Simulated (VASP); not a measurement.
# GeMo (rocksalt type) (Fm-3m) in VASP: a series of runs

Runs on GeMo (rocksalt type). Level: PBE. Tasks: single point.

Everything below comes from runs of VASP 6.6.1. Logs are shortened: lines on timing, memory, paths and dates and some standing lists are left out, and cuts for length are marked.

### 1 The cell of the first run

It takes space group Fm-3m (No. 225, cubic). The conventional cell has a = 4.264 Å, b = 4.264 Å, c = 4.264 Å, α = 90.00°, β = 90.00°, γ = 90.00°. Within 2.8 Å of Mo (site symmetry m-3m) lie 6 Ge at 2.13 Å. Within 2.8 Å of Ge (site symmetry m-3m) lie 6 Mo at 2.13 Å.

### 2 Single point, PBE (9.69 Å³/atom)

The input, INCAR:

```
SYSTEM = GeMo
PREC = Accurate
ENCUT = 500
EDIFF = 1E-6
ISMEAR = -1
SIGMA = 0.1
LREAL = .False.
LASPH = .True.
NELM = 120
ALGO = Normal
ISIF = 2
LWAVE = .False.
LCHARG = .False.
GGA = PE
NBANDS = 21
GGA_COMPAT = .False.
```

The input, KPOINTS:

```
Automatic mesh
0
Gamma
  15 15 15
  0 0 0
```

The input, POSCAR:

```
GeMo
1.0
    0.0000000000      2.1319057476      2.1319057476
    2.1319057476      0.0000000000      2.1319057476
    2.1319057476      2.1319057476      0.0000000000
Mo Ge
1 1
Direct
    0.0000000000      0.0000000000      0.0000000000
    0.5000000000      0.5000000000      0.5000000000
```

Potentials or basis: VASP PAW PBE potentials, release 64 (Mo_sv, Ge_d).

Run with:

```console
$ cat potpaw_PBE.64/Mo_sv/POTCAR potpaw_PBE.64/Ge_d/POTCAR > POTCAR
$ mpirun -np 1 vasp_std > vasp.out
```

OUTCAR:

```text
SYSTEM = GeMo
   PREC = Accurate
   ENCUT = 500
   EDIFF = 1E-6
   ISMEAR = -1
   LREAL = .False.
   LASPH = .True.
   NELM = 120
   ISIF = 2
   GGA = PE

 ion  position               nearest neighbor table
   1  0.000  0.000  0.000-   2 2.13   2 2.13   2 2.13   2 2.13   2 2.13   2 2.13
   2  0.500  0.500  0.500-   1 2.13   1 2.13   1 2.13   1 2.13   1 2.13   1 2.13

  LATTYP: Found a face centered cubic cell.
 ALAT       =     4.2638114952

  Lattice vectors:

 A1 = (   0.0000000000,   2.1319057476,   2.1319057476)
 A2 = (   2.1319057476,   0.0000000000,   2.1319057476)
 A3 = (   2.1319057476,   2.1319057476,   0.0000000000)

Analysis of symmetry for initial positions (statically):
=====================================================================
 Subroutine PRICEL returns:
 Original cell was already a primitive cell.

 Routine SETGRP: Setting up the symmetry group for a
 face centered cubic supercell.

 Subroutine GETGRP returns: Found 48 space group operations
 (whereof 48 operations were pure point group operations)
 out of a pool of 48 trial point group operations.

The static configuration has the point symmetry O_h .

Analysis of symmetry for dynamics (positions and initial velocities):
=====================================================================
 Subroutine PRICEL returns:
 Original cell was already a primitive cell.

 Routine SETGRP: Setting up the symmetry group for a
 face centered cubic supercell.

 Subroutine GETGRP returns: Found 48 space group operations
 (whereof 48 operations were pure point group operations)
 out of a pool of 48 trial point group operations.

The dynamic configuration has the point symmetry O_h .

 Subroutine INISYM returns: Found 48 space group operations
 (whereof 48 operations are pure point group operations),
 and found     1 'primitive' translations

----------------------------------------------------------------------------------------

                                     Primitive cell

  volume of cell :      19.3791

  direct lattice vectors                    reciprocal lattice vectors
     0.000000000  2.131905748  2.131905748    -0.234531944  0.234531944  0.234531944
     2.131905748  0.000000000  2.131905748     0.234531944 -0.234531944  0.234531944
     2.131905748  2.131905748  0.000000000     0.234531944  0.234531944 -0.234531944

  length of vectors
     3.014970022  3.014970022  3.014970022     0.406221243  0.406221243  0.406221243

  position of ions in fractional coordinates (direct lattice)
     0.000000000  0.000000000  0.000000000
     0.500000000  0.500000000  0.500000000

  ion indices of the primitive-cell ions
   primitive index   ion index
                 1           1
                 2           2

----------------------------------------------------------------------------------------

 KPOINTS: Automatic mesh

Automatic generation of k-mesh.
 Grid dimensions read from file:
 generate k-points for:   15   15   15

 Generating k-lattice:

  Cartesian coordinates                     Fractional coordinates (reciprocal lattice)
    -0.015635463  0.015635463  0.015635463     0.066666667  0.000000000  0.000000000
     0.015635463 -0.015635463  0.015635463     0.000000000  0.066666667  0.000000000
     0.015635463  0.015635463 -0.015635463     0.000000000  0.000000000  0.066666667

  Length of vectors
     0.027081416  0.027081416  0.027081416

  Shift w.r.t. Gamma in fractional coordinates (k-lattice)
     0.000000000  0.000000000  0.000000000

 Subroutine IBZKPT returns following result:
 ===========================================

 Found    120 irreducible k-points:

 Following reciprocal coordinates:
            Coordinates               Weight
  0.000000  0.000000  0.000000      1.000000
  0.066667  0.000000  0.000000      8.000000
  0.133333  0.000000  0.000000      8.000000
  0.200000  0.000000  0.000000      8.000000
  0.266667  0.000000  0.000000      8.000000
  0.333333  0.000000  0.000000      8.000000
[... 16 lines left out ...]
  0.133333  0.133333  0.000000      6.000000
  0.200000  0.133333  0.000000     24.000000
 [... further k-points ...]
   k-points           NKPTS =    120   k-points in BZ     NKDIM =    120   number of bands    NBANDS=     21
   number of dos      NEDOS =    301   number of ions     NIONS =      2
   total plane-waves  NPLWV =  13824
   dimension x,y,z NGX =    24 NGY =   24 NGZ =   24
   dimension x,y,z NGXF=    48 NGYF=   48 NGZF=   48
   ions per type =               1   1
   NGX,Y,Z   is equivalent  to a cutoff of  13.23, 13.23, 13.23 a.u.
   NGXF,Y,Z  is equivalent  to a cutoff of  26.47, 26.47, 26.47 a.u.
 SYSTEM =  GeMo
   PREC   = accura    normal or accurate (medium, high low for compatibility)
   ISTART =      0    job   : 0-new  1-cont  2-samecut
   ICHARG =      2    charge: 1-file 2-atom 10-const
   ISPIN  =      1    spin polarized calculation?
   LNONCOLLINEAR =      F non collinear calculations
   LSORBIT =      F    spin-orbit coupling
   LASPH  =      T    aspherical Exc in radial PAW
   ENCUT  =  500.0 eV  36.75 Ry    6.06 a.u.   5.50  5.50  5.50*2*pi/ulx,y,z
   NELM   =    120;   NELMIN=  2; NELMDL= -5     # of ELM steps
   EDIFF  = 0.1E-05   stopping-criterion for ELM
   LREAL  =      F    real-space projection
   EDIFFG = 0.1E-04   stopping-criterion for IOM
   NSW    =      0    number of steps for IOM
   IBRION =     -1    ionic relax: 0-MD 1-quasi-New 2-CG
   NFREE  =      0    steps in history (QN), initial steepest desc. (CG)
   ISIF   =      2    stress and relaxation
   ISYM   =      2    0-nonsym 1-usesym 2-fastsym
   POTIM  = 0.5000    time-step for ionic-motion
   TEBEG  =    0.0;   TEEND  =   0.0 temperature during run
   PSTRESS=    0.0 pullay stress
   NELECT =      28.0000    total number of electrons
   NUPDOWN=      -1.0000    fix difference up-down
   EMIN   =  10.00;   EMAX   =-10.00  energy-range for DOS
   EFERMI =   0.00;   METHOD = LEGACY
   ISMEAR =    -1;   SIGMA  =   0.10  broadening in eV -4-tet -1-fermi 0-gaus
   EFERMI_NEDOS =   21; number of points for ismear=-14 and -15
   IALGO  =     38    algorithm
   IMIX   =      4    mixing-type and parameters
     AMIX     =   0.40;   BMIX     =  1.00
     AMIX_MAG =   1.60;   BMIX_MAG =  1.00
  volume/ion in A,a.u.               =       9.69        65.39
  Fermi-wavevector in a.u.,A,eV,Ry     =   1.850757  3.497424 46.604079  3.425303
  Thomas-Fermi vector in A             =   2.900873
   LORBIT       =      0    0 simple, 1 ext, 2 COOP (PROOUT), +10 PAW based schemes
   GGA     = PE    functional components
   LHFCALC =     F    Hartree Fock is set to
   AEXX    =    0.0000 exact exchange contribution
   IVDW    =     0    specifies the selected vdW correction
   LEPSILON=     F    determine dielectric tensor
   LRPA    =     F    only Hartree local field effects (RPA)
 non-spin polarized calculation
  energy-cutoff  :      500.00
  volume of cell :       19.38
 maximum number of plane-waves:       531
 NGX is ok and might be reduce to    24
   NGX = 11   NGY = 11   NGZ = 11

 number of electron      28.0000013 magnetization

 Free energy of the ion-electron system (eV)
  ---------------------------------------------------
  ext. energy  EPLUGINS =         0.00000000
  ---------------------------------------------------
  free energy    TOTEN  =        -6.16621106 eV

  energy without entropy =       -6.12152666  energy(sigma->0) =       -6.14386886

 E-fermi :  19.1669     XC(G=0): -15.6255

 val. band max:       19.1556681639   @ k =   0.4000   0.4000   0.0000
 cond. band min:      19.1679392911   @ k =   0.4000   0.1333   0.0667
 fundamental gap:      0.0122711272
 Fermi energy:        19.1669314038

 k-point     1 :       0.0000    0.0000    0.0000
  band No.  band energies     occupation
      1     -42.1109      2.00000
      2     -16.1962      2.00000
      3     -16.1962      2.00000
      4     -16.1962      2.00000
      5      -7.1953      2.00000
      6      -7.1953      2.00000
[... 13 lines left out ...]
     20      36.2635      0.00000
     21      41.3897      0.00000

 k-point     2 :       0.0667    0.0000    0.0000
  band No.  band energies     occupation
      1     -42.1040      2.00000
      2     -16.2535      2.00000
      3     -16.2114      2.00000
      4     -16.2114      2.00000
      5      -7.1716      2.00000
      6      -7.1716      2.00000
[... 13 lines left out ...]
     20      36.5701      0.00000
     21      40.1094      0.00000

 k-point     3 :       0.1333    0.0000    0.0000
  band No.  band energies     occupation
      1     -42.0845      2.00000
      2     -16.4129      2.00000
      3     -16.2538      2.00000
      4     -16.2538      2.00000
      5      -7.1050      2.00000
      6      -7.1050      2.00000
[... 13 lines left out ...]
     20      36.3789      0.00000
     21      38.9231      0.00000

 k-point     4 :       0.2000    0.0000    0.0000
  band No.  band energies     occupation
      1     -42.0556      2.00000
      2     -16.6411      2.00000
      3     -16.3153      2.00000
      4     -16.3153      2.00000
      5      -7.0093      2.00000
      6      -7.0093      2.00000
[... 13 lines left out ...]
     20      34.6460      0.00000
     21      36.7383      0.00000

 k-point     5 :       0.2667    0.0000    0.0000
  band No.  band energies     occupation
      1     -42.0222      2.00000
      2     -16.8943      2.00000
      3     -16.3846      2.00000
      4     -16.3846      2.00000
      5      -6.9276      2.00000
      6      -6.9276      2.00000
[... 13 lines left out ...]
     20      33.8273      0.00000
     21      34.5518      0.00000
[... 382 lines left out ...]
     20      35.2551      0.00000
     21      37.8531      0.00000

 k-point    22 :      -0.0667    0.0667    0.0000
  band No.  band energies     occupation
      1     -42.0929      2.00000
      2     -16.3432      2.00000
      3     -16.2367      2.00000
      4     -16.2344      2.00000
      5      -7.1619      2.00000
      6      -7.1078      2.00000
[... 13 lines left out ...]
     20      36.7414      0.00000
     21      38.9598      0.00000

 k-point    23 :       0.1333    0.1333    0.0000
  band No.  band energies     occupation
      1     -42.0762      2.00000
      2     -16.4716      2.00000
      3     -16.2673      2.00000
      4     -16.2673      2.00000
      5      -7.1806      2.00000
      6      -7.0131      2.00000
[... 13 lines left out ...]
     20      37.6650      0.00000
     21      37.6671      0.00000

 k-point    24 :       0.2000    0.1333    0.0000
  band No.  band energies     occupation
      1     -42.0553      2.00000
      2     -16.6182      2.00000
      3     -16.3153      2.00000
      4     -16.3105      2.00000
      5      -7.1515      2.00000
      6      -7.0143      2.00000
[... 13 lines left out ...]
     20      35.5715      0.00000
     21      36.3958      0.00000

 [... further k-points ...]

------------------------ aborting loop because EDIFF is reached ----------------------------------------

  FORCE on cell =-STRESS in cart. coord.  units (eV):
  Direction    XX          YY          ZZ          XY          YZ          ZX
  --------------------------------------------------------------------------------------
  -------------------------------------------------------------------------------------
  Total       36.5983105     36.5983105     36.5983105      0.0000000     -0.0000000      0.0000000
  in kB     3025.7819177   3025.7819177   3025.7819177      0.0000000     -0.0000000      0.0000000
  external PRESSURE =    3025.7819177 kB  Pullay stress =       0.0000000 kB

 VOLUME and BASIS-vectors are now :
 -----------------------------------------------------------------------------
  energy-cutoff  :      500.00
  volume of cell :       19.38
      direct lattice vectors                 reciprocal lattice vectors
     0.000000000  2.131905748  2.131905748    -0.234531944  0.234531944  0.234531944
     2.131905748  0.000000000  2.131905748     0.234531944 -0.234531944  0.234531944
     2.131905748  2.131905748  0.000000000     0.234531944  0.234531944 -0.234531944

 POSITION                                       TOTAL-FORCE (eV/Angst)
 -----------------------------------------------------------------------------------
      0.00000      0.00000      0.00000        -0.000000     -0.000000     -0.000000
      2.13191      2.13191      2.13191         0.000000      0.000000      0.000000
 -----------------------------------------------------------------------------------
    total drift:                                0.000000     -0.000000      0.000000

  FREE ENERGIE OF THE ION-ELECTRON SYSTEM (eV)
  ---------------------------------------------------
  free  energy   TOTEN  =        -6.1662110622 eV

  energy  without entropy=       -6.1215266558  energy(sigma->0) =       -6.14386886
```

Run time: 56 s. Hardware: 1 thread of Intel Xeon 8259CL, shared host; peak memory 0.18 GiB.

What came out:

```yaml
Free_energy: -6.1662 eV
Pressure: 302.6 GPa
Band_gap_on_the_k_mesh: zero (bands 14 and 15 overlap by 3.69 eV)
```

Levels at points of the mesh, in eV from the Fermi level:
| k point | band 11 | band 12 | band 13 | band 14 | band 15 | band 16 | band 17 | band 18 |
| --- | --- | --- | --- | --- | --- | --- | --- | --- |
| (0.00, 0.00, 0.00) | -3.66 | -3.66 | -3.66 | -1.65 | -1.65 | 4.29 | 4.29 | 4.29 |

Caveat: the cell stands under pressure.

(Continued in part 2 of 2.)
